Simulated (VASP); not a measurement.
ScAl3: single point with PBEsol

ScAl3:

```
CELL_PARAMETERS angstrom
4.11905 0.00000 0.00000
0.00000 4.11905 0.00000
0.00000 0.00000 4.11905
ATOMIC_POSITIONS crystal
Sc 0.00000 0.00000 0.00000
Al 0.50000 0.00000 0.50000
Al 0.00000 0.50000 0.50000
Al 0.50000 0.50000 0.00000
```

* Program: VASP 6.6.1
* Task: single point
* Functional: PBEsol
* Potentials or basis: VASP PAW PBE potentials, release 64 (Sc_sv, Al)
* Cutoff: 520 eV
* k mesh: 10 × 10 × 10
* Occupations: gaussian, width 0.1 eV
* Spin: no spin polarisation
* Dipole correction: no
* Further INCAR settings: ALGO = Fast; EDIFF = 1e-06; NBANDS = 18

```
Pressure               : -2.9 GPa
Band gap on the k mesh : zero (band 10 reaches 7.77 eV, above the bottom of band 11 at 4.08 eV)
```

Levels at points of the mesh, in eV from the Fermi level:
| k point | band 7 | band 8 | band 9 | band 10 | band 11 | band 12 | band 13 | band 14 |
| --- | --- | --- | --- | --- | --- | --- | --- | --- |
| (0.00, 0.00, 0.00) | -2.61 | -1.80 | -1.80 | -1.80 | 1.21 | 1.28 | 1.28 | 1.28 |
| (0.50, 0.00, 0.00) | -1.69 | -1.69 | -1.45 | 0.74 | 0.97 | 0.97 | 1.33 | 1.60 |
| (0.50, 0.50, 0.00) | -5.59 | -4.32 | -0.53 | -0.53 | 1.19 | 1.33 | 2.01 | 2.43 |
| (0.50, 0.50, 0.50) | -4.76 | -4.40 | -2.93 | -2.93 | -2.93 | 0.85 | 2.53 | 2.53 |

Run time: 33 s on 1 thread of Intel(R) Xeon(R) 6975P-C (Granite Rapids), with other jobs on the host, peak memory 0.21 GiB.

Caveat: the PAW data sets were made with another functional, which shifts forces and pressure a little.
